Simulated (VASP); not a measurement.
# CsI (Pm-3m) in VASP: a series of runs, part 2 of 2

VASP 6.6.1. Earlier steps stand in the parts before.

**3. Relaxation of the atoms, r2SCAN**

This run uses another cell than the first one, of 51.89 Å³/atom.

Contents of POSCAR:

```
CsI
1.0
    4.6994229600      0.0000000000      0.0000000000
    0.0000000000      4.6994229600      0.0000000000
    0.0000000000      0.0000000000      4.6994229600
Cs I
1 1
Direct
    0.0000000000      0.0000000000      0.0000000000
    0.5000000000      0.5000000000      0.5000000000
```

Contents of INCAR.step1:

```
ALGO = Normal
EDIFF = 1E-5
EDIFFG = -0.01
ENCUT = 500
GGA = PE
GGA_COMPAT = F
IBRION = 2
ISMEAR = -1
LASPH = T
LCHARG = F
LREAL = F
LWAVE = T
NELM = 120
NELMIN = 4
NSW = 100
PREC = Accurate
SIGMA = 0.02
```

Contents of INCAR.step2:

```
ALGO = Normal
EDIFF = 1E-7
EDIFFG = -0.01
ENCUT = 500
GGA_COMPAT = F
IBRION = 2
ISIF = 2
ISMEAR = -1
ISTART = 1
LASPH = T
LCHARG = F
LMIXTAU = T
LREAL = F
LWAVE = F
METAGGA = R2SCAN
NELM = 120
NELMIN = 4
NSW = 50
PREC = Accurate
SIGMA = 0.02
```

Contents of KPOINTS:

```
k-points
0
Gamma
  6 6 6
```

Potentials or basis: VASP PAW PBE potentials, release 64 (Cs_sv, I).

On the command line:

```console
$ cat potpaw_PBE.64/Cs_sv/POTCAR potpaw_PBE.64/I/POTCAR > POTCAR
$ cp INCAR.step1 INCAR
$ mpirun -np 1 vasp_std > vasp.out
$ cp INCAR.step2 INCAR
$ mpirun -np 1 vasp_std > vasp.out
```

Wall time 2.2 min (1 thread of Oxide Virtual Turin-like, shared host); peak memory 0.18 GiB.

It converged, with:

```
Free energy             : -53.1155 eV
Pressure after relaxing : -0.6 GPa
Band gap on the k mesh  : 4.30 eV (least direct gap 4.40 eV)
```

Final structure:
```xyz
2
Lattice="4.6994 0.0000 0.0000 0.0000 4.6994 0.0000 0.0000 0.0000 4.6994" Properties=species:S:1:pos:R:3 pbc="T T T"
Cs    0.0000    0.0000    0.0000
I     2.3497    2.3497    2.3497
```

Levels at points of the mesh, in eV from the valence-band top:
```csv
k point,band 4,band 5,band 6,band 7,band 8,band 9,band 10,band 11,band 12
"(0.00, 0.00, 0.00)",-7.42,-7.42,-0.10,-0.10,-0.10,4.30,4.73,4.73,8.22
"(0.50, 0.00, 0.00)",-7.37,-7.37,-1.36,-0.20,-0.20,5.68,6.77,6.96,7.39
"(0.50, 0.50, 0.00)",-7.69,-7.34,-0.81,-0.81,0.00,4.76,5.47,6.65,6.65
"(0.50, 0.50, 0.50)",-7.61,-7.61,-1.12,-1.12,-1.12,7.47,7.47,7.47,8.14
```

Caveat: the relaxation stopped at its first step, so nothing moved; the PAW data sets were made with another functional, which shifts forces and pressure a little; spin-orbit coupling is left out, which moves the levels of the heavy elements. A k mesh can miss the band edges.

**4. Relaxation of the atoms, r2SCAN**

This run uses another cell than the first one, of 48.96 Å³/atom.

Contents of POSCAR:

```
CsI
1.0
    4.6090269300      0.0000000000      0.0000000000
    0.0000000000      4.6090269300      0.0000000000
    0.0000000000      0.0000000000      4.6090269300
Cs I
1 1
Direct
    0.0000000000      0.0000000000      0.0000000000
    0.5000000000      0.5000000000      0.5000000000
```

Contents of INCAR.step1:

```
PREC     = Accurate       # precision mode
ENCUT    = 500            # plane-wave cutoff, eV
ISMEAR   = -1             # smearing method
SIGMA    = 0.02           # smearing width, eV
LREAL    = F              # projectors in reciprocal space
LASPH    = T              # aspherical terms in the spheres
NELM     = 120            # most SCF steps
GGA      = PE             # functional
ALGO     = Normal         # electronic algorithm
EDIFF    = 1E-5           # SCF threshold, eV
LWAVE    = T              # write WAVECAR
LCHARG   = F              # write CHGCAR
GGA_COMPAT= F            
IBRION   = 2              # ionic algorithm
EDIFFG   = -0.01          # ionic threshold
NELMIN   = 4            
NSW      = 100            # ionic steps
```

Contents of INCAR.step2:

```
PREC     = Accurate       # precision mode
ENCUT    = 500            # plane-wave cutoff, eV
EDIFF    = 1E-7           # SCF threshold, eV
ISMEAR   = -1             # smearing method
SIGMA    = 0.02           # smearing width, eV
LREAL    = F              # projectors in reciprocal space
LASPH    = T              # aspherical terms in the spheres
NELM     = 120            # most SCF steps
ALGO     = Normal         # electronic algorithm
ISIF     = 2              # what is computed and relaxed
LWAVE    = F              # write WAVECAR
LCHARG   = F              # write CHGCAR
METAGGA  = R2SCAN         # meta-GGA
LMIXTAU  = T            
IBRION   = 2              # ionic algorithm
NSW      = 50             # ionic steps
EDIFFG   = -0.01          # ionic threshold
ISTART   = 1            
GGA_COMPAT= F            
NELMIN   = 4
```

Contents of KPOINTS:

```
regular mesh
0
Gamma
  6 6 6
```

On the command line:

```console
$ cat potpaw_PBE.64/Cs_sv/POTCAR potpaw_PBE.64/I/POTCAR > POTCAR
$ cp INCAR.step1 INCAR
$ mpirun -np 1 vasp_std > vasp.out
$ cp INCAR.step2 INCAR
$ mpirun -np 1 vasp_std > vasp.out
```

It took 1.7 min on 1 thread of Oxide Virtual Turin-like, shared host; peak memory 0.19 GiB.

Results (log left out):

* Free energy: -53.1254 eV
* Pressure after relaxing: 0.0 GPa
* Band gap on the k mesh: 4.50 eV (least direct gap 4.59 eV)

Final structure:
```yaml
crystal:
  lattice:
    - [4.60903, 0.00000, 0.00000]
    - [0.00000, 4.60903, 0.00000]
    - [0.00000, 0.00000, 4.60903]
  atoms:
    - { symbol: Cs, position: [0.00000, 0.00000, 0.00000] }
    - { symbol: I, position: [0.50000, 0.50000, 0.50000] }
```

Levels at points of the mesh, in eV from the valence-band top:
```csv
k point,band 4,band 5,band 6,band 7,band 8,band 9,band 10,band 11,band 12
"(0.00, 0.00, 0.00)",-7.33,-7.33,-0.09,-0.09,-0.09,4.50,4.65,4.65,8.34
"(0.50, 0.00, 0.00)",-7.27,-7.27,-1.49,-0.22,-0.22,5.67,7.02,7.22,7.36
"(0.50, 0.50, 0.00)",-7.66,-7.24,-0.86,-0.86,0.00,4.76,5.50,6.67,6.67
"(0.50, 0.50, 0.50)",-7.56,-7.56,-1.25,-1.25,-1.25,7.65,7.65,7.65,8.40
```

Caveat: the relaxation stopped at its first step, so nothing moved; the PAW data sets were made with another functional, which shifts forces and pressure a little; spin-orbit coupling is left out, which moves the levels of the heavy elements. r2SCAN opens gaps a little over a GGA but as a rule still falls short of measured ones.

**5. Relaxation of the atoms, r2SCAN**

This run uses another cell than the first one, of 49.93 Å³/atom.

Contents of POSCAR:

```
CsI
1.0
    4.6395511800      0.0000000000      0.0000000000
    0.0000000000      4.6395511800      0.0000000000
    0.0000000000      0.0000000000      4.6395511800
Cs I
1 1
Direct
    0.0000000000      0.0000000000      0.0000000000
    0.5000000000      0.5000000000      0.5000000000
```

Contents of INCAR.step1:

```
PREC = Accurate ; ENCUT = 500
ISMEAR = -1 ; SIGMA = 0.02
LREAL = False ; LASPH = True
NELM = 120 ; GGA = PE
ALGO = Normal ; EDIFF = 1E-5
LWAVE = True ; LCHARG = False
GGA_COMPAT = False ; IBRION = 2
EDIFFG = -0.01 ; NELMIN = 4
NSW = 100
```

Contents of INCAR.step2:

```
PREC = Accurate ; ENCUT = 500
EDIFF = 1E-7 ; ISMEAR = -1
SIGMA = 0.02 ; LREAL = False
LASPH = True ; NELM = 120
ALGO = Normal ; ISIF = 2
LWAVE = False ; LCHARG = False
METAGGA = R2SCAN ; LMIXTAU = True
IBRION = 2 ; NSW = 50
EDIFFG = -0.01 ; ISTART = 1
GGA_COMPAT = False ; NELMIN = 4
```

KPOINTS is that of step 4.

Potentials or basis: VASP PAW PBE potentials, release 64 (Cs_sv, I).

On the command line:

```console
$ cat potpaw_PBE.64/Cs_sv/POTCAR potpaw_PBE.64/I/POTCAR > POTCAR
$ cp INCAR.step1 INCAR
$ mpirun -np 1 vasp_std > vasp.out
$ cp INCAR.step2 INCAR
$ mpirun -np 1 vasp_std > vasp.out
```

OUTCAR:

```text
PREC = Accurate
   ENCUT = 500
   EDIFF = 1E-7
   ISMEAR = -1
   LREAL = False
   LASPH = True
   NELM = 120
   ISIF = 2
   METAGGA = R2SCAN
   IBRION = 2
   NSW = 50
   EDIFFG = -0.01
   ISTART = 1
   NELMIN = 4

 ion  position               nearest neighbor table
   1  0.000  0.000  0.000-
   2  0.500  0.500  0.500-

  LATTYP: Found a simple cubic cell.
 ALAT       =     4.6395511800

  Lattice vectors:

[... 479 lines left out ...]
     12       8.5442      0.00000

------------------------ aborting loop because EDIFF is reached ----------------------------------------

  FORCE on cell =-STRESS in cart. coord.  units (eV):
  Direction    XX          YY          ZZ          XY          YZ          ZX
  --------------------------------------------------------------------------------------
  -------------------------------------------------------------------------------------
  Total       -0.1181294     -0.1181294     -0.1181294      0.0000000      0.0000000     -0.0000000
  in kB       -1.8951373     -1.8951373     -1.8951373      0.0000000      0.0000000     -0.0000000
  external PRESSURE =      -1.8951373 kB  Pullay stress =       0.0000000 kB

 VOLUME and BASIS-vectors are now :
 -----------------------------------------------------------------------------
  energy-cutoff  :      500.00
  volume of cell :       99.87
      direct lattice vectors                 reciprocal lattice vectors
     4.639551180  0.000000000  0.000000000     0.215538090  0.000000000  0.000000000
     0.000000000  4.639551180  0.000000000     0.000000000  0.215538090  0.000000000
     0.000000000  0.000000000  4.639551180     0.000000000  0.000000000  0.215538090

 POSITION                                       TOTAL-FORCE (eV/Angst)
 -----------------------------------------------------------------------------------
      0.00000      0.00000      0.00000         0.000000      0.000000      0.000000
      2.31978      2.31978      2.31978         0.000000      0.000000      0.000000
 -----------------------------------------------------------------------------------
    total drift:                               -0.000000      0.000000      0.000000

  FREE ENERGIE OF THE ION-ELECTRON SYSTEM (eV)
  ---------------------------------------------------
  free  energy   TOTEN  =       -53.1246764957 eV

  energy  without entropy=      -53.1246764957  energy(sigma->0) =      -53.12467650

 reached required accuracy - stopping structural energy minimisation
```

OSZICAR.step1:

```text
N       E                     dE             d eps       ncg     rms          rms(c)
DAV:   1     0.903865242340E+02    0.90387E+02   -0.60393E+03   480   0.106E+03
DAV:   2     0.163990326213E+01   -0.88747E+02   -0.83020E+02   728   0.163E+02
DAV:   3    -0.549315075848E+01   -0.71331E+01   -0.71180E+01   612   0.532E+01
DAV:   4    -0.558982965562E+01   -0.96679E-01   -0.96665E-01   540   0.784E+00
DAV:   5    -0.559122959535E+01   -0.13999E-02   -0.13998E-02   608   0.965E-01    0.157E+00
DAV:   6    -0.546428287135E+01    0.12695E+00   -0.17081E-01   524   0.192E+00    0.119E+00
DAV:   7    -0.543739099481E+01    0.26892E-01   -0.14711E-01   552   0.184E+00    0.602E-01
DAV:   8    -0.544101879563E+01   -0.36278E-02   -0.10419E-02   524   0.661E-01    0.743E-02
DAV:   9    -0.544142393635E+01   -0.40514E-03   -0.12006E-03   568   0.221E-01    0.790E-02
DAV:  10    -0.544150829691E+01   -0.84361E-04   -0.12493E-04   532   0.809E-02    0.139E-02
DAV:  11    -0.544150410572E+01    0.41912E-05   -0.39571E-05   564   0.311E-02
   1 F= -.54415041E+01 E0= -.54415041E+01  d E =-.544150E+01
```

Run time: 2.1 min. Hardware: 1 thread of Oxide Virtual Turin-like, shared host; peak memory 0.19 GiB.

Results:

* Free energy: -53.1247 eV
* Pressure after relaxing: -0.2 GPa
* Band gap on the k mesh: 4.43 eV (least direct gap 4.52 eV)

Final structure:
```xyz
2
Lattice="4.6396 0.0000 0.0000 0.0000 4.6396 0.0000 0.0000 0.0000 4.6396" Properties=species:S:1:pos:R:3 pbc="T T T"
Cs    0.0000    0.0000    0.0000
I     2.3198    2.3198    2.3198
```

Caveat: the relaxation stopped at its first step, so nothing moved; the PAW data sets were made with another functional, which shifts forces and pressure a little; spin-orbit coupling is left out, which moves the levels of the heavy elements. A k mesh can miss the band edges.

**6. The runs side by side**

| cell | gap on the mesh (eV) | pressure (GPa) |
| --- | --- | --- |
| atoms relaxed from a = 4.670 Å, 2 atoms | 4.36 | -0.4 |
| atoms relaxed from a = 4.699 Å, 2 atoms | 4.30 | -0.6 |
| atoms relaxed from a = 4.609 Å, 2 atoms | 4.50 | 0.0 |
| atoms relaxed from a = 4.640 Å, 2 atoms | 4.43 | -0.2 |

Alike in all rows: task relaxation of the atoms; level r2SCAN; potentials or basis VASP PAW PBE potentials, release 64 (Cs_sv, I); no spin polarisation; k mesh 6 × 6 × 6; cutoff (eV) 500; smearing fermi-dirac 0.02 eV.

Caveats: the relaxation stopped at its first step, so nothing moved; the PAW data sets were made with another functional, which shifts forces and pressure a little; spin-orbit coupling is left out, which moves the levels of the heavy elements.

Total energies depend on the potentials used, so only differences within one code and one set of settings carry meaning.
